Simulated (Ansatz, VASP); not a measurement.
# As: VASP beside Ansatz

```
As
1.0
     5.43158    0.00000    0.00000
     0.00000    5.43158    0.00000
     0.00000    0.00000    5.43158
As
8
Cartesian
  2.7158 2.7158 2.7158
  0.0000 0.0000 0.0000
  1.3579 0.0000 2.7158
  2.7158 1.3579 0.0000
  2.7158 4.0737 0.0000
  4.0737 0.0000 2.7158
  0.0000 2.7158 4.0737
  0.0000 2.7158 1.3579
```

Alike in both runs: task single point; functional PBEsol; k mesh 4 × 4 × 4; occupations gaussian, width 0.1 eV; no spin polarisation.

|  | VASP | Ansatz |
| --- | --- | --- |
| version | VASP 6.6.1 | Ansatz 0.2.0 |
| potentials or method | VASP PAW PBE potentials, release 64 (As), cutoff 520 eV | scalar-relativistic, plane waves, PAW |
| valence electrons in the cell | 40 | 120 |

Ansatz gave:

* gap on the k mesh at the Fermi level (eV): none
* pressure (GPa): -5.2

Task: What did VASP give for the same quantities?

Result: gap on the k mesh at the Fermi level (eV): none; pressure (GPa): -5.0.

VASP's potentials were made for PBE, not for PBEsol. A gap of «none» marks a metal or a gap that the smearing closes. VASP's potentials hold 40 valence electrons a cell and Ansatz's 120, so a difference there can come from the potentials and not from the codes.
